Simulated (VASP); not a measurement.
# Ru14W (vh.s) in VASP: further runs

Runs on Ru14W (vh.s). Level: PBE. Tasks: relaxation of the atoms, single point.

All numbers are computed with VASP 6.6.1; they aren't measurements. Logs are shortened: lines on timing, memory, paths and dates and some standing lists are left out, and cuts for length are marked.

### Step 1. The cell of the first run

The cell holds a slab with vacuum, 15 atoms: a = 4.711 Å, b = 4.711 Å, c = 20.594 Å, α = 90.00°, β = 90.00°, γ = 120.00°.

### Step 2. Relaxation of the atoms, PBE

Input file INCAR:

```
ALGO = Normal
DIPOL = 0.5 0.5 0.500
EDIFF = 1E-6
EDIFFG = -0.08
ENCUT = 520
GGA = PE
IBRION = 2
IDIPOL = 3
ISIF = 2
ISMEAR = 1
LASPH = T
LCHARG = F
LDIPOL = T
LREAL = Auto
LWAVE = F
NELM = 100
NSW = 90
PREC = Accurate
SIGMA = 0.1
```

Input file KPOINTS:

```
k-points
0
Gamma
  6 6 1
```

Input file POSCAR:

```
Ru14W
1.0
    4.0794366049      2.3552637854      0.0000000000
   -4.0794366049      2.3552637854      0.0000000000
    0.0000000000      0.0000000000     20.5936087093
Ru W
14 1
Direct
    0.3333330000      0.3333330000      0.2913525300
    0.6666670000      0.0000000000      0.2913525300
    0.0000000000      0.6666670000      0.2913525300
    0.3333330000      0.0000000000      0.3956762650
    0.6666670000      0.6666670000      0.3956762650
    1.0000000000      0.3333330000      0.3956762650
    0.3333330000      0.3333330000      0.5000000000
    0.6666670000      0.0000000000      0.5000000000
    0.0000000000      0.6666670000      0.5000000000
    0.3333330000      0.0000000000      0.6043237350
    0.6666670000      0.6666670000      0.6043237350
    1.0000000000      0.3333330000      0.6043237350
    0.6666670000      0.0000000000      0.7086474700
    0.0000000000      0.6666670000      0.7086474700
    0.3333330000      0.3333330000      0.7086474700
```

Potentials or basis: VASP PAW PBE potentials, release 64 (Ru_pv, W_sv).

The run is started by

```bash
$ cat potpaw_PBE.64/Ru_pv/POTCAR potpaw_PBE.64/W_sv/POTCAR > POTCAR
$ mpirun -np 1 vasp_std > vasp.out
```

OUTCAR:

```text
EDIFF = 1E-6
   EDIFFG = -0.08
   ENCUT = 520
   GGA = PE
   IBRION = 2
   ISIF = 2
   ISMEAR = 1
   LASPH = T
   LREAL = Auto
   NELM = 100
   NSW = 90
   PREC = Accurate

 ion  position               nearest neighbor table
   1  0.333  0.333  0.291-   4 2.66   6 2.66   5 2.66   3 2.72   2 2.72   2 2.72   3 2.72   3 2.72
                             2 2.72
   2  0.667  0.000  0.291-   6 2.66   5 2.66   4 2.66   1 2.72   3 2.72   1 2.72   3 2.72   3 2.72
                             1 2.72
   3  0.000  0.667  0.291-   4 2.66   5 2.66   6 2.66   1 2.72   2 2.72   1 2.72   2 2.72   2 2.72
                             1 2.72
   4  0.333  0.000  0.396-   3 2.66   9 2.66   7 2.66   1 2.66   8 2.66   2 2.66   5 2.72   6 2.72
                             5 2.72   6 2.72   6 2.72   5 2.72
   5  0.667  0.667  0.396-   2 2.66   3 2.66   8 2.66   9 2.66   1 2.66   7 2.66   4 2.72   6 2.72
                             4 2.72   6 2.72   6 2.72   4 2.72
   6  0.000  0.333  0.396-   2 2.66   8 2.66   7 2.66   1 2.66   3 2.66   9 2.66   5 2.72   4 2.72
                             5 2.72   4 2.72   4 2.72   5 2.72
   7  0.333  0.333  0.500-   4 2.66   6 2.66  10 2.66  12 2.66  11 2.66   5 2.66   9 2.72   8 2.72
                             9 2.72   8 2.72   9 2.72   8 2.72
   8  0.667  0.000  0.500-   6 2.66  12 2.66  11 2.66   5 2.66   4 2.66  10 2.66   7 2.72   9 2.72
                             7 2.72   9 2.72   9 2.72   7 2.72
   9  0.000  0.667  0.500-   4 2.66  10 2.66   5 2.66  11 2.66   6 2.66  12 2.66   7 2.72   8 2.72
                             7 2.72   8 2.72   8 2.72   7 2.72
  10  0.333  0.000  0.604-   9 2.66  14 2.66   7 2.66  15 2.66   8 2.66  13 2.66  11 2.72  12 2.72
                            11 2.72  12 2.72  12 2.72  11 2.72
  11  0.667  0.667  0.604-   8 2.66   9 2.66  13 2.66  14 2.66   7 2.66  15 2.66  10 2.72  12 2.72
                            10 2.72  12 2.72  12 2.72  10 2.72
  12  0.000  0.333  0.604-   8 2.66  13 2.66   7 2.66  15 2.66  14 2.66   9 2.66  11 2.72  10 2.72
                            11 2.72  10 2.72  10 2.72  11 2.72
  13  0.667  0.000  0.709-  12 2.66  11 2.66  10 2.66  15 2.72  14 2.72  15 2.72  14 2.72  14 2.72
                            15 2.72
  14  0.000  0.667  0.709-  10 2.66  11 2.66  12 2.66  15 2.72  13 2.72  15 2.72  13 2.72  13 2.72
                            15 2.72
  15  0.333  0.333  0.709-  10 2.66  12 2.66  11 2.66  14 2.72  13 2.72  13 2.72  14 2.72  13 2.72
                            14 2.72

  LATTYP: Found a hexagonal cell.
 ALAT       =     4.7105276257
 C/A-ratio  =     4.3718263315

  Lattice vectors:

 A1 = (   4.0794366049,   2.3552637854,   0.0000000000)
 A2 = (  -4.0794366049,   2.3552637854,   0.0000000000)
 A3 = (   0.0000000000,   0.0000000000,  20.5936087093)

Analysis of symmetry for initial positions (statically):
=====================================================================
 Subroutine PRICEL returns:
 Original cell was already a primitive cell.

 Routine SETGRP: Setting up the symmetry group for a
 hexagonal supercell.

 Subroutine GETGRP returns: Found  6 space group operations
 (whereof  2 operations were pure point group operations)
 out of a pool of 24 trial point group operations.

The static configuration has the point symmetry C_1h.
 The point group associated with its full space group is C_3v.

Analysis of symmetry for dynamics (positions and initial velocities):
=====================================================================
 Subroutine PRICEL returns:
 Original cell was already a primitive cell.

 Routine SETGRP: Setting up the symmetry group for a
 hexagonal supercell.

 Subroutine GETGRP returns: Found  6 space group operations
 (whereof  2 operations were pure point group operations)
 out of a pool of 24 trial point group operations.

The dynamic configuration has the point symmetry C_1h.
 The point group associated with its full space group is C_3v.

 Subroutine INISYM returns: Found  6 space group operations
 (whereof  2 operations are pure point group operations),
 and found     1 'primitive' translations

----------------------------------------------------------------------------------------

                                     Primitive cell

  volume of cell :     395.7329

  direct lattice vectors                    reciprocal lattice vectors
     4.079436605  2.355263785  0.000000000     0.122565944  0.212290446  0.000000000
    -4.079436605  2.355263785  0.000000000    -0.122565944  0.212290446  0.000000000
[... 66 lines left out ...]
 Following reciprocal coordinates:
            Coordinates               Weight
  0.000000  0.000000  0.000000      1.000000
  0.166667 -0.000000  0.000000      6.000000
  0.333333 -0.000000  0.000000      6.000000
  0.500000 -0.000000  0.000000      3.000000
  0.166667  0.166667  0.000000      6.000000
  0.333333  0.166667  0.000000     12.000000
  0.333333  0.333333  0.000000      2.000000
   k-points           NKPTS =      7   k-points in BZ     NKDIM =      7   number of bands    NBANDS=    126
   number of dos      NEDOS =    301   number of ions     NIONS =     15
   total plane-waves  NPLWV = 207360
   dimension x,y,z NGX =    36 NGY =   36 NGZ =  160
   dimension x,y,z NGXF=    72 NGYF=   72 NGZF=  320
   ions per type =              14   1
   NGX,Y,Z   is equivalent  to a cutoff of  12.71, 12.71, 12.92 a.u.
   NGXF,Y,Z  is equivalent  to a cutoff of  25.41, 25.41, 25.83 a.u.
 SYSTEM =  unknown system
   PREC   = accura    normal or accurate (medium, high low for compatibility)
   ISTART =      0    job   : 0-new  1-cont  2-samecut
   ICHARG =      2    charge: 1-file 2-atom 10-const
   ISPIN  =      1    spin polarized calculation?
   LNONCOLLINEAR =      F non collinear calculations
   LSORBIT =      F    spin-orbit coupling
   LASPH  =      T    aspherical Exc in radial PAW
   ENCUT  =  520.0 eV  38.22 Ry    6.18 a.u.   8.76  8.76 38.29*2*pi/ulx,y,z
   NELM   =    100;   NELMIN=  2; NELMDL= -5     # of ELM steps
   EDIFF  = 0.1E-05   stopping-criterion for ELM
   LREAL  =      T    real-space projection
   EDIFFG = -.8E-01   stopping-criterion for IOM
   NSW    =     90    number of steps for IOM
   IBRION =      2    ionic relax: 0-MD 1-quasi-New 2-CG
   NFREE  =      1    steps in history (QN), initial steepest desc. (CG)
   ISIF   =      2    stress and relaxation
   ISYM   =      2    0-nonsym 1-usesym 2-fastsym
   POTIM  = 0.5000    time-step for ionic-motion
   TEBEG  =    0.0;   TEEND  =   0.0 temperature during run
   PSTRESS=    0.0 pullay stress
   NELECT =     210.0000    total number of electrons
   NUPDOWN=      -1.0000    fix difference up-down
   EMIN   =  10.00;   EMAX   =-10.00  energy-range for DOS
   EFERMI =   0.00;   METHOD = LEGACY
   ISMEAR =     1;   SIGMA  =   0.10  broadening in eV -4-tet -1-fermi 0-gaus
   EFERMI_NEDOS =   21; number of points for ismear=-14 and -15
   IALGO  =     38    algorithm
   IMIX   =      4    mixing-type and parameters
     AMIX     =   0.40;   BMIX     =  1.00
     AMIX_MAG =   1.60;   BMIX_MAG =  1.00
  volume/ion in A,a.u.               =      26.38       178.04
  Fermi-wavevector in a.u.,A,eV,Ry     =   1.325401  2.504644 23.901178  1.756687
  Thomas-Fermi vector in A             =   2.454864
   LORBIT       =      0    0 simple, 1 ext, 2 COOP (PROOUT), +10 PAW based schemes
   GGA     = PE    functional components
   LHFCALC =     F    Hartree Fock is set to
   AEXX    =    0.0000 exact exchange contribution
   IVDW    =     0    specifies the selected vdW correction
   LEPSILON=     F    determine dielectric tensor
   LRPA    =     F    only Hartree local field effects (RPA)
 conjugate gradient relaxation of ions
 non-spin polarized calculation
 Methfessel and Paxton  Order N= 1 SIGMA  =   0.10
  energy-cutoff  :      520.00
  volume of cell :      395.73
 maximum number of plane-waves:     10687
 NGX is ok and might be reduce to    36
   NGX = 17   NGY = 17   NGZ = 77

--------------------------------------- Ionic step        1  -------------------------------------------

 number of electron     210.0000024 magnetization

 Free energy of the ion-electron system (eV)
  ---------------------------------------------------
  ext. energy  EPLUGINS =         0.00000000
  ---------------------------------------------------
  free energy    TOTEN  =      -135.77855737 eV

  energy without entropy =     -135.75912784  energy(sigma->0) =     -135.77208086

------------------------ aborting loop because EDIFF is reached ----------------------------------------

  FORCE on cell =-STRESS in cart. coord.  units (eV):
  Direction    XX          YY          ZZ          XY          YZ          ZX
  --------------------------------------------------------------------------------------
  -------------------------------------------------------------------------------------
  Total       -9.2957225     -9.2957222     -6.2474718      0.0000000     -0.0000000      0.0000000
  in kB      -37.6349670    -37.6349658    -25.2937191      0.0000000     -0.0000000      0.0000000
  external PRESSURE =     -33.5212173 kB  Pullay stress =       0.0000000 kB
[... 275 lines left out ...]
  FREE ENERGIE OF THE ION-ELECTRON SYSTEM (eV)
  ---------------------------------------------------
  free  energy   TOTEN  =      -135.9603426010 eV

  energy  without entropy=     -135.9612800372  energy(sigma->0) =     -135.96065508

 dipolmoment           0.000000      0.000000     -0.001307 electrons x Angstroem

--------------------------------------- Ionic step        7  -------------------------------------------

 number of electron     210.0000026 magnetization

 dipolmoment           0.000000      0.000000      0.001770 electrons x Angstroem

 Free energy of the ion-electron system (eV)
  ---------------------------------------------------
  ext. energy  EPLUGINS =         0.00000000
  ---------------------------------------------------
  free energy    TOTEN  =      -135.96157428 eV

  energy without entropy =     -135.96294492  energy(sigma->0) =     -135.96203116

 E-fermi :   4.3386     XC(G=0):  -8.3033

 val. band max:        4.3295292952   @ k =   0.3333   0.3333   0.0000
 cond. band min:       4.3861793673   @ k =   0.3333   0.1667   0.0000
 fundamental gap:      0.0566500722
 Fermi energy:         4.3386323849

 k-point     1 :       0.0000    0.0000    0.0000
  band No.  band energies     occupation
      1     -69.8356      2.00000
      2     -39.2998      2.00000
      3     -39.1588      2.00000
      4     -39.1299      2.00000
      5     -39.0855      2.00000
      6     -39.0855      2.00000
[... 829 lines left out ...]
    116       5.1453     -0.00000
    117       5.1453     -0.00000
 [bands above 117 left out]

------------------------ aborting loop because EDIFF is reached ----------------------------------------

 vacuum level on the upper side and lower side of the slab       (xc-potential included)        -0.167        -0.117

  FORCE on cell =-STRESS in cart. coord.  units (eV):
  Direction    XX          YY          ZZ          XY          YZ          ZX
  --------------------------------------------------------------------------------------
  -------------------------------------------------------------------------------------
  Total       -5.9389351     -5.9389350     -1.1947657      0.0000000      0.0000000      0.0000000
  in kB      -24.0445675    -24.0445668     -4.8371676      0.0000000      0.0000000      0.0000000
  external PRESSURE =     -17.6421006 kB  Pullay stress =       0.0000000 kB
[... 30 lines left out ...]
  FREE ENERGIE OF THE ION-ELECTRON SYSTEM (eV)
  ---------------------------------------------------
  free  energy   TOTEN  =      -135.9615742827 eV

  energy  without entropy=     -135.9629449209  energy(sigma->0) =     -135.96203116

 reached required accuracy - stopping structural energy minimisation

 vacuum level on the upper side and lower side of the slab         9.136         9.175
```

It took 44 min on 1 thread of Intel Xeon 6975P-C (Granite Rapids), shared host; peak memory 0.65 GiB.

What came out:

```
Free energy                  : -135.9616 eV
Energy gained by relaxing    : 12.2 meV/atom
Ionic steps                  : 7
Largest force after relaxing : 0.038 eV/Å
Band gap on the k mesh       : zero (band 105 reaches 4.61 eV, above the bottom of band 106 at 4.16 eV)
```

Forces on the atoms (eV/Å):
```
Ru   0.000  0.000  0.004
Ru   0.000  0.000  0.037
Ru   0.000  0.000  0.037
Ru  -0.001  0.000  0.013
Ru   0.000 -0.001  0.013
Ru   0.001  0.000  0.013
Ru   0.000  0.000  0.004
Ru   0.000  0.000  0.034
Ru   0.000  0.000  0.034
Ru  -0.002  0.001 -0.025
Ru   0.000 -0.002 -0.025
Ru   0.002  0.001 -0.025
Ru   0.000  0.000 -0.037
Ru   0.000  0.000 -0.037
W    0.000  0.000 -0.038
```

The path:
```csv
step,energy change (eV),largest force (eV/Å),pressure (GPa)
1,0.0000,0.7261,-3.35
2,-0.1669,0.3439,-2.34
3,-0.1747,0.2086,-2.01
4,-0.1746,0.2214,-2.04
5,-0.1807,0.0816,-1.95
6,-0.1818,0.0804,-1.88
7,-0.1830,0.0381,-1.76
```

Final structure:
```cif
data_structure
_symmetry_space_group_name_H-M 'P 1'
_symmetry_Int_Tables_number 1
_cell_length_a 4.7105
_cell_length_b 4.7105
_cell_length_c 20.5936
_cell_angle_alpha 90.000
_cell_angle_beta 90.000
_cell_angle_gamma 120.000
_cell_volume 395.73
loop_
_atom_site_label
_atom_site_type_symbol
_atom_site_fract_x
_atom_site_fract_y
_atom_site_fract_z
_atom_site_occupancy
Ru1 Ru 0.33333 0.33333 0.29441 1
Ru2 Ru 0.66667 0.00000 0.29387 1
Ru3 Ru 0.00000 0.66667 0.29387 1
Ru4 Ru 0.33333 0.99934 0.39408 1
Ru5 Ru 0.66733 0.66733 0.39408 1
Ru6 Ru 0.99934 0.33333 0.39408 1
Ru7 Ru 0.33333 0.33333 0.50039 1
Ru8 Ru 0.66667 0.00000 0.49791 1
Ru9 Ru 0.00000 0.66667 0.49791 1
Ru10 Ru 0.33333 0.00174 0.60599 1
Ru11 Ru 0.66493 0.66493 0.60599 1
Ru12 Ru 0.00174 0.33333 0.60599 1
Ru13 Ru 0.66667 0.00000 0.70727 1
Ru14 Ru 0.00000 0.66667 0.70727 1
W1 W 0.33333 0.33333 0.70690 1
```

Levels at points of the mesh, in eV from the Fermi level:
| k point | band 103 | band 104 | band 105 | band 106 | band 107 | band 108 |
| --- | --- | --- | --- | --- | --- | --- |
| (0.00, 0.00, 0.00) | -0.87 | -0.23 | -0.23 | 0.15 | 0.15 | 0.29 |
| (0.50, 0.00, 0.00) | -0.22 | -0.08 | 0.14 | 0.28 | 0.45 | 0.62 |

Caveat: spin-orbit coupling is left out, which moves the levels of the heavy elements; the relaxation stopped at a loose force limit of 0.08 eV/Å, so its end isn't a converged minimum.

(Continued in part 2 of 2.)
